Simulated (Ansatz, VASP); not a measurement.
**Two plane-wave programs on As**

```
CELL_PARAMETERS angstrom
0.00000 2.11314 2.11314
2.11314 0.00000 2.11314
2.11314 2.11314 0.00000
ATOMIC_POSITIONS crystal
As 0.00000 0.00000 0.00000
```

Alike in both runs: task single point; functional LDA; k mesh 15 × 15 × 15; occupations fermi-dirac, width 0.1 eV; no spin polarisation.

|  | VASP | Ansatz |
| --- | --- | --- |
| version | VASP 6.6.1 | Ansatz 0.2.0 |
| potentials or method | VASP PAW LDA potentials, release 64 (As), cutoff 520 eV | plane waves (420 eV) with PAW, scalar-relativistic |
| valence electrons in the cell | 5 | 15 |

```tsv
	VASP	Ansatz	Ansatz less VASP
pressure (GPa)	-3.2	-3.4	-0.21
```

Ansatz warns that its potentials were made for another functional, while VASP's fit it. LDA's correlation is that of Perdew and Zunger in VASP and of Perdew and Wang (1992) in Ansatz. VASP's potentials hold 5 valence electrons a cell and Ansatz's 15, so a difference there can come from the potentials and not from the codes.
